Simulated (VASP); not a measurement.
Wanted: the native input for a VASP 6.6.1 run.

```yaml
Task: single point
Functional: PBE
Potentials_or_basis: VASP PAW PBE potentials, release 64 (Na_pv, Ru_pv, Os)
Cutoff: 520 eV
k_mesh: 6 × 6 × 4
Occupations: gaussian, width 0.1 eV
Spin: no spin polarisation
Dipole_correction: no
Further_INCAR_settings: ALGO = Normal; EDIFF = 1e-06; NBANDS = 30
```

The structure of Na3OsRu lies in POSCAR:

```
Na3OsRu
1.0
    6.1617528535      0.0000000000      0.0000000000
   -3.0808764268      5.3362345030      0.0000000000
    0.0000000000      0.0000000000      4.5383764617
Na Ru Os
3 1 1
Direct
    0.5000000000      0.0000000000      0.5000000000
    0.0000000000      0.5000000000      0.5000000000
    0.5000000000      0.5000000000      0.5000000000
    0.0000000000      0.0000000000      0.0000000000
    0.0000000000      0.0000000000      0.5000000000
```

These files were run (other wordings do the same):

INCAR

```
SYSTEM = Na3OsRu
PREC     = Accurate       ! precision mode
ENCUT    = 520            ! plane-wave cutoff, eV
EDIFF    = 1E-6           ! SCF threshold, eV
ISMEAR   = 0              ! smearing method
SIGMA    = 0.1            ! smearing width, eV
LREAL    = .FALSE.        ! projectors in reciprocal space
LASPH    = .TRUE.         ! aspherical terms in the spheres
NELM     = 60             ! most SCF steps
ALGO     = Normal         ! electronic algorithm
ISIF     = 2              ! what is computed and relaxed
LWAVE    = .FALSE.        ! write WAVECAR
LCHARG   = .FALSE.        ! write CHGCAR
GGA      = PE             ! functional
NBANDS   = 30             ! bands
```

KPOINTS

```
Automatic mesh
0
G
  6 6 4
  0 0 0
```

Potentials or basis: VASP PAW PBE potentials, release 64 (Na_pv, Ru_pv, Os).

Launch:

```sh
$ cat potpaw_PBE.64/Na_pv/POTCAR potpaw_PBE.64/Ru_pv/POTCAR potpaw_PBE.64/Os/POTCAR > POTCAR
$ mpirun -np 1 vasp_std > vasp.out
```

Results of the run:

```yaml
Pressure: 0.1 GPa
```

Run time: 60 s on 1 thread of AMD EPYC 9R14 (Zen 4), with other jobs on the host, peak memory 0.29 GiB.
